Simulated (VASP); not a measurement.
# CdSb3O (P4/mmm) in VASP: notebook, part 2 of 2

VASP 6.6.1.

## (3) Single point, PBE

This run uses another cell than the first one, of 25.65 Å³/atom, 1.019 times its volume.

Contents of INCAR:

```
PREC     = Accurate       # precision mode
ENCUT    = 520            # plane-wave cutoff, eV
EDIFF    = 1E-6           # SCF threshold, eV
ISMEAR   = 0              # smearing method
SIGMA    = 0.1            # smearing width, eV
LREAL    = F              # projectors in reciprocal space
LASPH    = T              # aspherical terms in the spheres
NELM     = 60             # most SCF steps
ALGO     = Normal         # electronic algorithm
ISIF     = 2              # what is computed and relaxed
LWAVE    = F              # write WAVECAR
LCHARG   = F              # write CHGCAR
GGA      = PE             # functional
NBANDS   = 24             # bands
```

Contents of KPOINTS:

```
regular mesh
0
Gamma
  4 4 4
```

Contents of POSCAR:

```
CdSb3O
1.0
    4.2955708200      0.0000000000      0.0000000000
    0.0000000000      4.2955708200      0.0000000000
    0.0000000000      0.0000000000      6.9507062200
Cd Sb O
1 3 1
Direct
    0.5000000000      0.5000000000      0.0000000000
    0.0000000000      0.0000000000      0.5000000000
    0.5000000000      0.5000000000      0.2704450900
    0.5000000000      0.5000000000      0.7295549100
    0.5000000000      0.5000000000      0.5000000000
```

Potentials or basis: VASP PAW PBE potentials, release 64 (Cd, Sb, O).

The run is started by

```console
$ cat potpaw_PBE.64/Cd/POTCAR potpaw_PBE.64/Sb/POTCAR potpaw_PBE.64/O/POTCAR > POTCAR
$ mpirun -np 1 vasp_std > vasp.out
```

OUTCAR:

```text
PREC = Accurate
   ENCUT = 520
   EDIFF = 1E-6
   ISMEAR = 0
   LREAL = F
   LASPH = T
   NELM = 60
   ISIF = 2
   GGA = PE

 ion  position               nearest neighbor table
   1  0.500  0.500  0.000-   3 1.88   4 1.88
   2  0.000  0.000  0.500-   3 3.43   4 3.43   3 3.43   4 3.43   3 3.43   4 3.43   3 3.43   4 3.43

   3  0.500  0.500  0.270-   5 1.60   1 1.88   4 3.19   2 3.43   2 3.43   2 3.43   2 3.43   4 3.76

   4  0.500  0.500  0.730-   5 1.60   1 1.88   3 3.19   2 3.43   2 3.43   2 3.43   2 3.43   3 3.76

   5  0.500  0.500  0.500-   3 1.60   4 1.60

 -----------------------------------------------------------------------------
|                                                                             |
|           W    W    AA    RRRRR   N    N  II  N    N   GGGG   !!!           |
|           W    W   A  A   R    R  NN   N  II  NN   N  G    G  !!!           |
|           W    W  A    A  R    R  N N  N  II  N N  N  G       !!!           |
|           W WW W  AAAAAA  RRRRR   N  N N  II  N  N N  G  GGG   !            |
|           WW  WW  A    A  R   R   N   NN  II  N   NN  G    G                |
|           W    W  A    A  R    R  N    N  II  N    N   GGGG   !!!           |
|                                                                             |
|     The distance between some ions is very small. Please check the          |
|     nearest-neighbor list in the OUTCAR file.                               |
|     I HOPE YOU KNOW WHAT YOU ARE DOING!                                     |
|                                                                             |
 -----------------------------------------------------------------------------

  LATTYP: Found a simple tetragonal cell.
 ALAT       =     4.2955708200
 C/A-ratio  =     1.6181100280

  Lattice vectors:

 A1 = (   4.2955708200,   0.0000000000,   0.0000000000)
 A2 = (   0.0000000000,   4.2955708200,   0.0000000000)
 A3 = (   0.0000000000,   0.0000000000,   6.9507062200)

Analysis of symmetry for initial positions (statically):
=====================================================================
 Subroutine PRICEL returns:
 Original cell was already a primitive cell.

 Routine SETGRP: Setting up the symmetry group for a
 simple tetragonal supercell.

 Subroutine GETGRP returns: Found 16 space group operations
 (whereof 16 operations were pure point group operations)
 out of a pool of 16 trial point group operations.

The static configuration has the point symmetry D_4h.

Analysis of symmetry for dynamics (positions and initial velocities):
=====================================================================
 Subroutine PRICEL returns:
 Original cell was already a primitive cell.

 Routine SETGRP: Setting up the symmetry group for a
 simple tetragonal supercell.

 Subroutine GETGRP returns: Found 16 space group operations
 (whereof 16 operations were pure point group operations)
 out of a pool of 16 trial point group operations.

The dynamic configuration has the point symmetry D_4h.

 Subroutine INISYM returns: Found 16 space group operations
 (whereof 16 operations are pure point group operations),
 and found     1 'primitive' translations

----------------------------------------------------------------------------------------

                                     Primitive cell

  volume of cell :     128.2539

  direct lattice vectors                    reciprocal lattice vectors
[... 67 lines left out ...]
  0.500000  0.500000  0.500000      1.000000
   k-points           NKPTS =     18   k-points in BZ     NKDIM =     18   number of bands    NBANDS=     24
   number of dos      NEDOS =    301   number of ions     NIONS =      5
   total plane-waves  NPLWV =  55296
   dimension x,y,z NGX =    32 NGY =   32 NGZ =   54
   dimension x,y,z NGXF=    64 NGYF=   64 NGZF=  108
   ions per type =               1   3   1
   NGX,Y,Z   is equivalent  to a cutoff of  12.38, 12.38, 12.92 a.u.
   NGXF,Y,Z  is equivalent  to a cutoff of  24.77, 24.77, 25.83 a.u.
 SYSTEM =  unknown system
   PREC   = accura    normal or accurate (medium, high low for compatibility)
   ISTART =      0    job   : 0-new  1-cont  2-samecut
   ICHARG =      2    charge: 1-file 2-atom 10-const
   ISPIN  =      1    spin polarized calculation?
   LNONCOLLINEAR =      F non collinear calculations
   LSORBIT =      F    spin-orbit coupling
   LASPH  =      T    aspherical Exc in radial PAW
   ENCUT  =  520.0 eV  38.22 Ry    6.18 a.u.   7.99  7.99 12.92*2*pi/ulx,y,z
   NELM   =     60;   NELMIN=  2; NELMDL= -5     # of ELM steps
   EDIFF  = 0.1E-05   stopping-criterion for ELM
   LREAL  =      F    real-space projection
   EDIFFG = 0.1E-04   stopping-criterion for IOM
   NSW    =      0    number of steps for IOM
   IBRION =     -1    ionic relax: 0-MD 1-quasi-New 2-CG
   NFREE  =      0    steps in history (QN), initial steepest desc. (CG)
   ISIF   =      2    stress and relaxation
   ISYM   =      2    0-nonsym 1-usesym 2-fastsym
   POTIM  = 0.5000    time-step for ionic-motion
   TEBEG  =    0.0;   TEEND  =   0.0 temperature during run
   PSTRESS=    0.0 pullay stress
   NELECT =      33.0000    total number of electrons
   NUPDOWN=      -1.0000    fix difference up-down
   EMIN   =  10.00;   EMAX   =-10.00  energy-range for DOS
   EFERMI =   0.00;   METHOD = LEGACY
   ISMEAR =     0;   SIGMA  =   0.10  broadening in eV -4-tet -1-fermi 0-gaus
   EFERMI_NEDOS =   21; number of points for ismear=-14 and -15
   IALGO  =     38    algorithm
   IMIX   =      4    mixing-type and parameters
     AMIX     =   0.40;   BMIX     =  1.00
     AMIX_MAG =   1.60;   BMIX_MAG =  1.00
  volume/ion in A,a.u.               =      25.65       173.10
  Fermi-wavevector in a.u.,A,eV,Ry     =   1.041252  1.967681 14.751519  1.084206
  Thomas-Fermi vector in A             =   2.175865
   LORBIT       =      0    0 simple, 1 ext, 2 COOP (PROOUT), +10 PAW based schemes
   GGA     = PE    functional components
   LHFCALC =     F    Hartree Fock is set to
   AEXX    =    0.0000 exact exchange contribution
   IVDW    =     0    specifies the selected vdW correction
   LEPSILON=     F    determine dielectric tensor
   LRPA    =     F    only Hartree local field effects (RPA)
 non-spin polarized calculation
 Gauss-broadening in eV      SIGMA  =   0.10
  energy-cutoff  :      520.00
  volume of cell :      128.25
 maximum number of plane-waves:      3488
 NGX is ok and might be reduce to    32
   NGX = 15   NGY = 15   NGZ = 25

 number of electron      32.9999988 magnetization

 Free energy of the ion-electron system (eV)
  ---------------------------------------------------
  ext. energy  EPLUGINS =         0.00000000
  ---------------------------------------------------
  free energy    TOTEN  =         4.60239001 eV

  energy without entropy =        4.64135931  energy(sigma->0) =        4.62187466

 E-fermi :   5.5608     XC(G=0):  -9.2296

 val. band max:        5.5493315695   @ k =   0.2500   0.0000   0.5000
 cond. band min:       5.5657222543   @ k =   0.0000   0.0000   0.5000
 fundamental gap:      0.0163906848
 Fermi energy:         5.5608328292

 k-point     1 :       0.0000    0.0000    0.0000
  band No.  band energies     occupation
      1     -18.0670      2.00000
      2     -10.0050      2.00000
      3      -7.9444      2.00000
      4      -7.7315      2.00000
      5      -7.7315      2.00000
      6      -5.9030      2.00000
[... 475 lines left out ...]
     23       9.5931      0.00000
     24      10.8473      0.00000

------------------------ aborting loop because EDIFF is reached ----------------------------------------

  FORCE on cell =-STRESS in cart. coord.  units (eV):
  Direction    XX          YY          ZZ          XY          YZ          ZX
  --------------------------------------------------------------------------------------
  -------------------------------------------------------------------------------------
  Total        2.1876563      2.1876563    168.7243499      0.0000000     -0.0000000      0.0000000
  in kB       27.3287001     27.3287001   2107.7429530      0.0000000     -0.0000000      0.0000000
  external PRESSURE =     720.8001177 kB  Pullay stress =       0.0000000 kB

 VOLUME and BASIS-vectors are now :
 -----------------------------------------------------------------------------
  energy-cutoff  :      520.00
  volume of cell :      128.25
      direct lattice vectors                 reciprocal lattice vectors
     4.295570820  0.000000000  0.000000000     0.232797931  0.000000000  0.000000000
     0.000000000  4.295570820  0.000000000     0.000000000  0.232797931  0.000000000
     0.000000000  0.000000000  6.950706220     0.000000000  0.000000000  0.143870273

 POSITION                                       TOTAL-FORCE (eV/Angst)
 -----------------------------------------------------------------------------------
      2.14779      2.14779      0.00000         0.000000      0.000000      0.000000
      0.00000      0.00000      3.47535         0.000000      0.000000      0.000000
      2.14779      2.14779      1.87978         0.000000     -0.000000      8.331196
      2.14779      2.14779      5.07092        -0.000000     -0.000000     -8.331196
      2.14779      2.14779      3.47535         0.000000      0.000000      0.000000
 -----------------------------------------------------------------------------------
    total drift:                                0.000000     -0.000000     -0.000000

  FREE ENERGIE OF THE ION-ELECTRON SYSTEM (eV)
  ---------------------------------------------------
  free  energy   TOTEN  =         4.6023900137 eV

  energy  without entropy=        4.6413593119  energy(sigma->0) =        4.62187466
```

Wall time 1.9 min (1 thread of AMD EPYC 7R43 (Zen 3), shared host); peak memory 0.21 GiB.

What came out:

- Free energy: 4.6024 eV
- Pressure: 72.1 GPa
- Largest force: 8.331 eV/Å

Forces in eV/Å, atoms in the order of the input:
```
Cd   0.000  0.000  0.000
Sb   0.000  0.000  0.000
Sb   0.000  0.000  8.331
Sb   0.000  0.000 -8.331
O    0.000  0.000  0.000
```

Levels at points of the mesh, in eV from the Fermi level:
| k point | band 13 | band 14 | band 15 | band 16 | band 17 | band 18 | band 19 | band 20 |
| --- | --- | --- | --- | --- | --- | --- | --- | --- |
| (0.00, 0.00, 0.00) | -0.79 | -0.79 | -0.61 | 0.21 | 0.21 | 0.75 | 1.41 | 1.41 |
| (0.50, 0.00, 0.00) | -3.23 | -2.50 | -2.42 | -0.06 | -0.06 | 0.60 | 2.51 | 2.71 |
| (0.50, 0.50, 0.00) | -2.55 | -2.55 | -1.64 | -1.64 | -0.82 | 0.05 | 0.05 | 1.17 |
| (0.00, 0.00, 0.50) | -1.61 | -1.61 | -1.22 | 0.00 | 0.00 | 2.82 | 3.29 | 3.30 |
| (0.50, 0.00, 0.50) | -4.42 | -1.85 | -1.28 | -0.05 | 0.18 | 0.70 | 2.01 | 2.51 |
| (0.50, 0.50, 0.50) | -3.43 | -3.43 | -1.69 | -1.69 | -0.96 | 2.49 | 2.49 | 3.43 |

Caveat: the k points lie up to 0.37 Å⁻¹ apart; spin-orbit coupling is left out, which moves the levels of the heavy elements; an odd number of electrons without spin polarisation forces a metal; a magnetic or distorted state may lie lower.

## (4) Single point, PBE

This run uses another cell than the first one, of 26.39 Å³/atom, 1.048 times its volume.

Contents of INCAR:

```
ALGO = Normal
EDIFF = 1E-6
ENCUT = 520
GGA = PE
ISIF = 2
ISMEAR = 0
LASPH = True
LCHARG = True
LELF = True
LREAL = False
LVHAR = True
LWAVE = False
NBANDS = 24
NELM = 80
PREC = Accurate
SIGMA = 0.1
```

Contents of KPOINTS:

```
k-points
0
Gamma
  6 6 2
```

Contents of POSCAR:

```
CdSb3O
1.0
    3.2544165073      0.0000000000      0.0000000000
    0.0000000000      3.2544165073      0.0000000000
    0.0000000000      0.0000000000     12.4600673994
Cd Sb O
1 3 1
Direct
    0.5000000000      0.5000000000      0.0000000000
    0.0000000000      0.0000000000      0.5000000000
    0.5000000000      0.5000000000      0.2261511725
    0.5000000000      0.5000000000      0.7738488275
    0.5000000000      0.5000000000      0.5000000000
```

The run is started by

```console
$ cat potpaw_PBE.64/Cd/POTCAR potpaw_PBE.64/Sb/POTCAR potpaw_PBE.64/O/POTCAR > POTCAR
$ mpirun -np 1 vasp_std > vasp.out
```

It took 68 s on 1 thread of AMD EPYC 7R43 (Zen 3), shared host; peak memory 0.22 GiB.

It converged, with:

```yaml
Free_energy: -18.3633 eV
Pressure: -0.2 GPa
Largest_force: 0.019 eV/Å
```

Forces on the atoms (eV/Å):
```
Cd   0.000  0.000  0.000
Sb   0.000  0.000  0.000
Sb   0.000  0.000  0.019
Sb   0.000  0.000 -0.019
O    0.000  0.000  0.000
```

Stress tensor (GPa, compression positive):
```
-0.35  0.00  0.00
 0.00 -0.35  0.00
 0.00  0.00  0.15
```

Levels at points of the mesh, in eV from the Fermi level:
```tsv
k point	band 14	band 15	band 16	band 17	band 18	band 19	band 20	band 21
(0.00, 0.00, 0.00)	-2.57	0.06	1.00	3.24	3.24	3.41	3.41	5.70
(0.50, 0.00, 0.00)	-2.96	-1.02	-0.86	-0.72	-0.49	-0.16	2.57	3.96
(0.50, 0.50, 0.00)	-2.61	-2.41	-2.41	-0.38	0.50	0.60	2.01	2.01
(0.00, 0.00, 0.50)	-3.07	-0.16	2.02	3.24	3.24	3.41	3.41	4.27
(0.50, 0.00, 0.50)	-2.54	-1.72	-1.25	-0.56	-0.03	0.15	2.46	3.96
(0.50, 0.50, 0.50)	-2.64	-2.38	-2.38	-0.20	0.36	0.50	1.99	1.99
```

Caveat: spin-orbit coupling is left out, which moves the levels of the heavy elements; an odd number of electrons without spin polarisation forces a metal; a magnetic or distorted state may lie lower.

## (5) The runs side by side

| cell | k mesh | gap on the mesh (eV) | pressure (GPa) | largest force (eV/Å) |
| --- | --- | --- | --- | --- |
| a = 3.356, b = 3.356, c = 11.174 Å, 5 atoms | 4 × 4 × 4 | none | -0.3 | 0.02 |
| a = 4.296, b = 4.296, c = 6.951 Å, 5 atoms | 4 × 4 × 4 | none | 72.1 | 8.33 |
| a = 3.254, b = 3.254, c = 12.460 Å, 5 atoms | 6 × 6 × 2 | none | -0.2 | 0.02 |

Alike in all rows: task single point; level PBE; potentials or basis VASP PAW PBE potentials, release 64 (Cd, Sb, O); no spin polarisation; cutoff (eV) 520; smearing gaussian 0.1 eV.

Caveats: some runs use coarse meshes; spin-orbit coupling is left out, which moves the levels of the heavy elements; an odd number of electrons without spin polarisation forces a metal; a magnetic or distorted state may lie lower.

Total energies depend on the potentials used, so only differences within one code and one set of settings carry meaning.
